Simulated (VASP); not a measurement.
# InAs (F-43m) in VASP: notebook

The runs below take InAs through single point, with PBE.

All numbers are computed with VASP 6.6.1; they aren't measurements. Logs are shortened: lines on timing, memory, paths and dates and some standing lists are left out, and cuts for length are marked.

## Step 1: The cell of the first run

It takes space group F-43m (No. 216, cubic). The conventional cell has a = 6.014 Å, b = 6.014 Å, c = 6.014 Å, α = 90.00°, β = 90.00°, γ = 90.00°. In (site symmetry -43m) has 4 As at 2.60 Å within 3.4 Å. As (site symmetry -43m) has 4 In at 2.60 Å within 3.4 Å.

## Step 2: Single point, PBE

File INCAR:

```
SYSTEM = InAs
  ALGO = Normal
  EDIFF = 1E-6
  ENCUT = 500
  GGA = PE
  GGA_COMPAT = .False.
  ISIF = 2
  ISMEAR = 0
  LASPH = .True.
  LCHARG = .False.
  LREAL = .False.
  LWAVE = .False.
  NBANDS = 16
  NELM = 120
  PREC = Accurate
  SIGMA = 0.05
```

File KPOINTS:

```
k-points
0
Gamma
  6 6 6
  0 0 0
```

File POSCAR:

```
InAs
1.0
    0.0000000000      3.0068402019      3.0068402019
    3.0068402019      0.0000000000      3.0068402019
    3.0068402019      3.0068402019      0.0000000000
In As
1 1
Direct
    0.0000000000      0.0000000000      0.0000000000
    0.2500000000      0.2500000000      0.2500000000
```

Potentials or basis: VASP PAW PBE potentials, release 64 (In_d, As).

On the command line:

```console
cat potpaw_PBE.64/In_d/POTCAR potpaw_PBE.64/As/POTCAR > POTCAR
mpirun -np 1 vasp_std > vasp.out
```

OUTCAR:

```text
SYSTEM = InAs
   EDIFF = 1E-6
   ENCUT = 500
   GGA = PE
   ISIF = 2
   ISMEAR = 0
   LASPH = .True.
   LREAL = .False.
   NELM = 120
   PREC = Accurate

 ion  position               nearest neighbor table
   1  0.000  0.000  0.000-   2 2.60   2 2.60   2 2.60   2 2.60
   2  0.250  0.250  0.250-   1 2.60   1 2.60   1 2.60   1 2.60

  LATTYP: Found a face centered cubic cell.
 ALAT       =     6.0136804038

  Lattice vectors:

 A1 = (   0.0000000000,   3.0068402019,   3.0068402019)
 A2 = (   3.0068402019,   0.0000000000,   3.0068402019)
 A3 = (   3.0068402019,   3.0068402019,   0.0000000000)

Analysis of symmetry for initial positions (statically):
=====================================================================
 Subroutine PRICEL returns:
 Original cell was already a primitive cell.

 Routine SETGRP: Setting up the symmetry group for a
 face centered cubic supercell.

 Subroutine GETGRP returns: Found 24 space group operations
 (whereof 24 operations were pure point group operations)
 out of a pool of 48 trial point group operations.

The static configuration has the point symmetry T_d .

Analysis of symmetry for dynamics (positions and initial velocities):
=====================================================================
 Subroutine PRICEL returns:
 Original cell was already a primitive cell.

 Routine SETGRP: Setting up the symmetry group for a
 face centered cubic supercell.

 Subroutine GETGRP returns: Found 24 space group operations
 (whereof 24 operations were pure point group operations)
 out of a pool of 48 trial point group operations.

The dynamic configuration has the point symmetry T_d .

 Subroutine INISYM returns: Found 24 space group operations
 (whereof 24 operations are pure point group operations),
 and found     1 'primitive' translations

----------------------------------------------------------------------------------------

                                     Primitive cell

  volume of cell :      54.3702

  direct lattice vectors                    reciprocal lattice vectors
     0.000000000  3.006840202  3.006840202    -0.166287520  0.166287520  0.166287520
     3.006840202  0.000000000  3.006840202     0.166287520 -0.166287520  0.166287520
     3.006840202  3.006840202  0.000000000     0.166287520  0.166287520 -0.166287520

  length of vectors
     4.252314193  4.252314193  4.252314193     0.288018433  0.288018433  0.288018433

  position of ions in fractional coordinates (direct lattice)
     0.000000000  0.000000000  0.000000000
     0.250000000  0.250000000  0.250000000

  ion indices of the primitive-cell ions
   primitive index   ion index
                 1           1
                 2           2

----------------------------------------------------------------------------------------

 KPOINTS: k-points

Automatic generation of k-mesh.
 Grid dimensions read from file:
 generate k-points for:    6    6    6

 Generating k-lattice:

  Cartesian coordinates                     Fractional coordinates (reciprocal lattice)
    -0.027714587  0.027714587  0.027714587     0.166666667  0.000000000  0.000000000
     0.027714587 -0.027714587  0.027714587     0.000000000  0.166666667  0.000000000
     0.027714587  0.027714587 -0.027714587     0.000000000  0.000000000  0.166666667

  Length of vectors
     0.048003072  0.048003072  0.048003072

  Shift w.r.t. Gamma in fractional coordinates (k-lattice)
     0.000000000  0.000000000  0.000000000

 Subroutine IBZKPT returns following result:
 ===========================================

 Found     16 irreducible k-points:

 Following reciprocal coordinates:
            Coordinates               Weight
  0.000000  0.000000  0.000000      1.000000
  0.166667  0.000000  0.000000      8.000000
  0.333333  0.000000  0.000000      8.000000
  0.500000  0.000000  0.000000      4.000000
  0.166667  0.166667  0.000000      6.000000
  0.333333  0.166667  0.000000     24.000000
[... 8 lines left out ...]
 -0.333333  0.333333  0.166667     24.000000
 -0.333333  0.500000  0.166667     12.000000
   k-points           NKPTS =     16   k-points in BZ     NKDIM =     16   number of bands    NBANDS=     16
   number of dos      NEDOS =    301   number of ions     NIONS =      2
   total plane-waves  NPLWV =  32768
   dimension x,y,z NGX =    32 NGY =   32 NGZ =   32
   dimension x,y,z NGXF=    64 NGYF=   64 NGZF=   64
   ions per type =               1   1
   NGX,Y,Z   is equivalent  to a cutoff of  12.51, 12.51, 12.51 a.u.
   NGXF,Y,Z  is equivalent  to a cutoff of  25.02, 25.02, 25.02 a.u.
 SYSTEM =  InAs
   PREC   = accura    normal or accurate (medium, high low for compatibility)
   ISTART =      0    job   : 0-new  1-cont  2-samecut
   ICHARG =      2    charge: 1-file 2-atom 10-const
   ISPIN  =      1    spin polarized calculation?
   LNONCOLLINEAR =      F non collinear calculations
   LSORBIT =      F    spin-orbit coupling
   LASPH  =      T    aspherical Exc in radial PAW
   ENCUT  =  500.0 eV  36.75 Ry    6.06 a.u.   7.75  7.75  7.75*2*pi/ulx,y,z
   NELM   =    120;   NELMIN=  2; NELMDL= -5     # of ELM steps
   EDIFF  = 0.1E-05   stopping-criterion for ELM
   LREAL  =      F    real-space projection
   EDIFFG = 0.1E-04   stopping-criterion for IOM
   NSW    =      0    number of steps for IOM
   IBRION =     -1    ionic relax: 0-MD 1-quasi-New 2-CG
   NFREE  =      0    steps in history (QN), initial steepest desc. (CG)
   ISIF   =      2    stress and relaxation
   ISYM   =      2    0-nonsym 1-usesym 2-fastsym
   POTIM  = 0.5000    time-step for ionic-motion
   TEBEG  =    0.0;   TEEND  =   0.0 temperature during run
   PSTRESS=    0.0 pullay stress
   NELECT =      18.0000    total number of electrons
   NUPDOWN=      -1.0000    fix difference up-down
   EMIN   =  10.00;   EMAX   =-10.00  energy-range for DOS
   EFERMI =   0.00;   METHOD = LEGACY
   ISMEAR =     0;   SIGMA  =   0.05  broadening in eV -4-tet -1-fermi 0-gaus
   EFERMI_NEDOS =   21; number of points for ismear=-14 and -15
   IALGO  =     38    algorithm
   IMIX   =      4    mixing-type and parameters
     AMIX     =   0.40;   BMIX     =  1.00
     AMIX_MAG =   1.60;   BMIX_MAG =  1.00
  volume/ion in A,a.u.               =      27.19       183.45
  Fermi-wavevector in a.u.,A,eV,Ry     =   1.132519  2.140150 17.450808  1.282598
  Thomas-Fermi vector in A             =   2.269220
   LORBIT       =      0    0 simple, 1 ext, 2 COOP (PROOUT), +10 PAW based schemes
   GGA     = PE    functional components
   LHFCALC =     F    Hartree Fock is set to
   AEXX    =    0.0000 exact exchange contribution
   IVDW    =     0    specifies the selected vdW correction
   LEPSILON=     F    determine dielectric tensor
   LRPA    =     F    only Hartree local field effects (RPA)
 non-spin polarized calculation
 Gauss-broadening in eV      SIGMA  =   0.05
  energy-cutoff  :      500.00
  volume of cell :       54.37
 maximum number of plane-waves:      1411
   NGX = 15   NGY = 15   NGZ = 15

 number of electron      17.9999995 magnetization

 Free energy of the ion-electron system (eV)
  ---------------------------------------------------
  ext. energy  EPLUGINS =         0.00000000
  ---------------------------------------------------
  free energy    TOTEN  =        -7.62754920 eV

  energy without entropy =       -7.62719193  energy(sigma->0) =       -7.62737057

 E-fermi :   4.6990     XC(G=0):  -9.1634

 val. band max:        4.6837729248   @ k =   0.0000   0.0000   0.0000
 cond. band min:       5.6740420743   @ k =   0.5000   0.0000   0.0000
 fundamental gap:      0.9902691495
 Fermi energy:         4.6990063298

 k-point     1 :       0.0000    0.0000    0.0000
  band No.  band energies     occupation
      1      -9.7495      2.00000
      2      -9.7495      2.00000
      3      -9.7495      2.00000
      4      -9.6169      2.00000
      5      -9.6169      2.00000
      6      -7.2863      2.00000
[... 8 lines left out ...]
     15      14.4042      0.00000
     16      14.4042      0.00000

 k-point     2 :       0.1667    0.0000    0.0000
  band No.  band energies     occupation
      1      -9.7857      2.00000
      2      -9.7392      2.00000
      3      -9.7392      2.00000
      4      -9.6169      2.00000
      5      -9.6169      2.00000
      6      -6.9951      2.00000
[... 8 lines left out ...]
     15      13.2991      0.00000
     16      13.3126      0.00000

 k-point     3 :       0.3333    0.0000    0.0000
  band No.  band energies     occupation
      1      -9.8509      2.00000
      2      -9.7222      2.00000
      3      -9.7222      2.00000
      4      -9.6129      2.00000
      5      -9.6129      2.00000
      6      -6.2692      2.00000
[... 8 lines left out ...]
     15      13.7934      0.00000
     16      13.7934      0.00000

 k-point     4 :       0.5000    0.0000    0.0000
  band No.  band energies     occupation
      1      -9.8808      2.00000
      2      -9.7162      2.00000
      3      -9.7162      2.00000
      4      -9.6083      2.00000
      5      -9.6083      2.00000
      6      -5.7632      2.00000
[... 8 lines left out ...]
     15      15.4944      0.00000
     16      15.4944      0.00000
[... 172 lines left out ...]
 k-point    14 :       0.5000    0.3333    0.1667
  band No.  band energies     occupation
      1      -9.8943      2.00000
      2      -9.7026      2.00000
      3      -9.6896      2.00000
      4      -9.6331      2.00000
      5      -9.6049      2.00000
      6      -5.7185      2.00000
[... 8 lines left out ...]
     15      15.3885      0.00000
     16      16.7636      0.00000

 k-point    15 :      -0.3333    0.3333    0.1667
  band No.  band energies     occupation
      1      -9.9073      2.00000
      2      -9.7020      2.00000
      3      -9.6809      2.00000
      4      -9.6286      2.00000
      5      -9.6089      2.00000
      6      -5.3282      2.00000
[... 8 lines left out ...]
     15      15.6048      0.00000
     16      16.5487      0.00000

 k-point    16 :      -0.3333    0.5000    0.1667
  band No.  band energies     occupation
      1      -9.9244      2.00000
      2      -9.6877      2.00000
      3      -9.6699      2.00000
      4      -9.6402      2.00000
      5      -9.6028      2.00000
      6      -5.1610      2.00000
[... 8 lines left out ...]
     15      16.4143      0.00000
     16      16.6161      0.00000

------------------------ aborting loop because EDIFF is reached ----------------------------------------

  FORCE on cell =-STRESS in cart. coord.  units (eV):
  Direction    XX          YY          ZZ          XY          YZ          ZX
  --------------------------------------------------------------------------------------
  -------------------------------------------------------------------------------------
  Total        1.7679980      1.7679980      1.7679980      0.0000000     -0.0000000     -0.0000000
  in kB       52.0992313     52.0992313     52.0992313      0.0000000     -0.0000000     -0.0000000
  external PRESSURE =      52.0992313 kB  Pullay stress =       0.0000000 kB

 VOLUME and BASIS-vectors are now :
 -----------------------------------------------------------------------------
  energy-cutoff  :      500.00
  volume of cell :       54.37
      direct lattice vectors                 reciprocal lattice vectors
     0.000000000  3.006840202  3.006840202    -0.166287520  0.166287520  0.166287520
     3.006840202  0.000000000  3.006840202     0.166287520 -0.166287520  0.166287520
     3.006840202  3.006840202  0.000000000     0.166287520  0.166287520 -0.166287520

 POSITION                                       TOTAL-FORCE (eV/Angst)
 -----------------------------------------------------------------------------------
      0.00000      0.00000      0.00000        -0.000000     -0.000000     -0.000000
      1.50342      1.50342      1.50342         0.000000      0.000000      0.000000
 -----------------------------------------------------------------------------------
    total drift:                               -0.000000     -0.000000     -0.000000

  FREE ENERGIE OF THE ION-ELECTRON SYSTEM (eV)
  ---------------------------------------------------
  free  energy   TOTEN  =        -7.6275491969 eV

  energy  without entropy=       -7.6271919344  energy(sigma->0) =       -7.62737057
```

Run time: 14 s. Hardware: 1 thread of Intel Xeon Platinum 8488C (Sapphire Rapids), shared host; peak memory 0.18 GiB.

Results:

* Free energy: -7.6275 eV
* Pressure: 5.2 GPa
* Band gap on the k mesh: zero (filled and empty bands touch)

Caveat: the cell stands under pressure; semilocal functionals underestimate gaps, so a narrow gap can read as zero; spin-orbit coupling is left out, which moves the levels of the heavy elements.

(Continued in part 2 of 2.)
